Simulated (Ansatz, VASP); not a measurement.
**AlN: VASP beside Ansatz**

INCAR

```
PREC = Accurate ; ENCUT = 520
EDIFF = 1E-6 ; ISMEAR = 0
SIGMA = 0.05 ; LREAL = F
LASPH = T ; NELM = 100
ALGO = Normal ; ISIF = 2
LWAVE = F ; LCHARG = F
GGA = PE ; NBANDS = 26
```

KPOINTS

```
regular mesh
0
Gamma
  8 6 4
```

POSCAR

```
AlN
1.0
   -1.6567491617      2.8695737234      0.0000000000
    0.0000000000      0.0000000000      4.1874629526
    4.9702474850      2.8695737234      0.0000000000
Al N
4 4
Direct
    0.3770971457      0.7500000000      0.2017515995
    0.0000000000      0.7500000000      0.6666666667
    0.0000000000      0.2500000000      0.3333333333
    0.5000000000      0.2500000000      0.8333333333
    0.5000000000      0.2500000000      0.1666666667
    0.0000000000      0.2500000000      0.6666666667
    0.0000000000      0.7500000000      0.3333333333
    0.5000000000      0.7500000000      0.8333333333
```

Input for Ansatz:

```yaml
crystal:
  lattice:
    - [-1.6567491617, 2.8695737234, 0.0]
    - [0.0, 0.0, 4.1874629526]
    - [4.970247485, 2.8695737234, 0.0]
  atoms:
    - { symbol: Al, position: [0.3770971457, 0.75, 0.2017515995] }
    - { symbol: Al, position: [0.0, 0.75, 0.6666666667] }
    - { symbol: Al, position: [0.0, 0.25, 0.3333333333] }
    - { symbol: Al, position: [0.5, 0.25, 0.8333333333] }
    - { symbol: "N", position: [0.5, 0.25, 0.1666666667] }
    - { symbol: "N", position: [0.0, 0.25, 0.6666666667] }
    - { symbol: "N", position: [0.0, 0.75, 0.3333333333] }
    - { symbol: "N", position: [0.5, 0.75, 0.8333333333] }
basis:
  ecutwfc: 420
kpoints:
  mp_grid: { grid: [8, 6, 4] }
hamiltonian:
  xc: pbe
  pseudopotentials: { kind: paw, azcp: { folder: soft_1 } }
scf:
  occupations: { method: gaussian, width: 0.05 }
output:
  forces: true
  stress: true
  eigenvalues: true
```

Alike in both runs: task single point; functional PBE; k mesh 8 × 6 × 4; occupations gaussian, width 0.05 eV; no spin polarisation.

```csv
,VASP,Ansatz
version,VASP 6.6.1,Ansatz 0.2.0
potentials or method,"VASP PAW PBE potentials, release 64 (Al, N), cutoff 520 eV","scalar-relativistic, plane waves, PAW"
valence electrons in the cell,32,32
```

```tsv
	VASP	Ansatz	Ansatz less VASP
gap on the k mesh at the Fermi level (eV)	3.03	3.02	-0.008
least direct gap on the mesh (eV)	3.03	3.02	-0.008
pressure (GPa)	13.6	13.7	+0.11
traceless stress, the component that is largest in VASP (GPa)	-20.59	-20.52	+0.072
rms of the force components (eV/Å)	5.373	5.358	-0.0148
```

Atom by atom the forces differ by 0.015 eV/Å (rms over components). With one functional, cell and mesh, what is left measures potentials, basis and numerics.
